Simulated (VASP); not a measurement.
Na:

```
CELL_PARAMETERS angstrom
6.70677 0.00000 0.00000
0.00000 6.70677 0.00000
0.00000 0.00000 6.70677
ATOMIC_POSITIONS crystal
Na 0.00000 0.00000 0.00000
Na 0.50000 0.50000 0.50000
Na 0.25000 0.00000 0.50000
Na 0.75000 0.00000 0.50000
Na 0.50000 0.25000 0.00000
Na 0.50000 0.75000 0.00000
Na 0.00000 0.50000 0.25000
Na 0.00000 0.50000 0.75000
```

* Program: VASP 6.6.1
* Task: relaxation of cell and atoms
* Functional: LDA
* Potentials or basis: VASP PAW LDA potentials, release 64 (Na_pv)
* Cutoff: 600 eV
* k mesh: 4 × 4 × 4
* Occupations: fermi-dirac, width 0.1 eV
* Spin: no spin polarisation

At the start: pressure -0.9 GPa; volume 37.71 Å³/atom.

Problem. Where does the relaxation end?

Solution. Over 3 steps the energy falls by 12.3 meV/atom and the volume is 33.49 Å³/atom (-11.2 %); space group Pm-3n (No. 223, to 0.05 Å).

Step by step:
| step | energy change (eV) | largest force (eV/Å) | pressure (GPa) | volume (Å³) |
| --- | --- | --- | --- | --- |
| 1 | 0.0000 | 0.0000 | -0.85 | 301.68 |
| 2 | -0.0414 | 0.0000 | -0.69 | 292.99 |
| 3 | -0.0986 | 0.0000 | -0.01 | 267.92 |

Final structure:
```
Na
1.0
     6.44669    0.00000    0.00000
     0.00000    6.44669    0.00000
     0.00000    0.00000    6.44669
Na
8
Direct
  0.00000 0.00000 0.00000
  0.50000 0.50000 0.50000
  0.25000 0.00000 0.50000
  0.75000 0.00000 0.50000
  0.50000 0.25000 0.00000
  0.50000 0.75000 0.00000
  0.00000 0.50000 0.25000
  0.00000 0.50000 0.75000
```
